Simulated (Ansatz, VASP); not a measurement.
Two plane-wave programs on ZnO

```
Zn O
1.0
     3.24940    0.00000    0.00000
    -1.62470    2.81406    0.00000
     0.00000    0.00000    5.20380
Zn O
2 2
Direct
  0.33333 0.66667 0.00000
  0.66667 0.33333 0.50000
  0.33333 0.66667 0.37730
  0.66667 0.33333 0.87730
```

Change from the starting cell: all O atoms moved -0.025 Å, as atom 3 along Cartesian [0 0 1].

Alike in both runs: task single point; functional r2SCAN; k mesh 12 × 12 × 6; occupations gaussian, width 0.05 eV; no spin polarisation.

```csv
,VASP,Ansatz
version,VASP 6.6.1,Ansatz 0.2.0
potentials or method,"VASP PAW PBE potentials, release 64 (Zn, O), cutoff 520 eV","scalar-relativistic, plane waves, PAW"
valence electrons in the cell,36,36
```

```csv
,VASP,Ansatz,Ansatz less VASP
gap on the k mesh at the Fermi level (eV),1.23,1.24,+0.004
least direct gap on the mesh (eV),1.23,1.24,+0.004
pressure (GPa),-0.1,-1.0,-0.99
"traceless stress, the component that is largest in VASP (GPa)",1.82,1.66,-0.161
rms of the force components (eV/Å),0.090,0.079,-0.0104
```

VASP's potentials were made for PBE, not for r2SCAN. Atom by atom the forces differ by 0.010 eV/Å (rms over components).
